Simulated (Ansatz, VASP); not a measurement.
**One calculation of Bi, two programs**

INCAR

```
ALGO     = Normal         # electronic algorithm
EDIFF    = 1E-6           # SCF threshold, eV
ENCUT    = 520            # plane-wave cutoff, eV
GGA      = RE             # functional
ISIF     = 2              # what is computed and relaxed
ISMEAR   = -1             # smearing method
LASPH    = True           # aspherical terms in the spheres
LCHARG   = False          # write CHGCAR
LREAL    = False          # projectors in reciprocal space
LWAVE    = False          # write WAVECAR
NBANDS   = 14             # bands
NELM     = 100            # most SCF steps
PREC     = Accurate       # precision mode
SIGMA    = 0.1            # smearing width, eV
```

Contents of KPOINTS:

```
k-points
0
Gamma
  11 11 11
```

Contents of POSCAR:

```
Bi
1.0
    3.3863905363      0.0000000000      0.0000000000
    0.0000000000      3.3863905363      0.0000000000
    0.0000000000      0.0000000000      3.3863905363
Bi
1
Direct
    0.0000000000      0.0000000000      0.0000000000
```

Input for Ansatz:

```yaml
crystal:
  lattice:
    - [3.3863905363, 0.0, 0.0]
    - [0.0, 3.3863905363, 0.0]
    - [0.0, 0.0, 3.3863905363]
  atoms:
    - { symbol: Bi, position: [0.0, 0.0, 0.0] }
hamiltonian:
  xc: revpbe
  pseudopotentials:
    kind: paw
    azcp:
      Bi: "pseudopotentials/Bi.paw.azcp"
basis:
  ecutwfc: 420
  fft_grid_basis: typed
kpoints:
  mp_grid: { grid: [11, 11, 11], shift: [0, 0, 0] }
magnetization:
  spin_polarized: false
scf:
  occupations: { method: fermi_dirac, width: 0.1 }
  lower_state_search: "off"
output:
  stress: true
```

Alike in both runs: task single point; functional revPBE; k mesh 11 × 11 × 11; occupations fermi-dirac, width 0.1 eV; no spin polarisation.

|  | VASP | Ansatz |
| --- | --- | --- |
| version | VASP 6.6.1 | Ansatz 0.2.0 |
| potentials or method | VASP PAW PBE potentials, release 64 (Bi_d), cutoff 520 eV | plane waves (420 eV) with PAW, scalar-relativistic |
| valence electrons in the cell | 15 | 15 |

```csv
,VASP,Ansatz,Ansatz less VASP
pressure (GPa),-2.8,-2.7,+0.05
```

VASP's potentials were made for PBE, not for revPBE.

Spin-orbit coupling is off throughout.
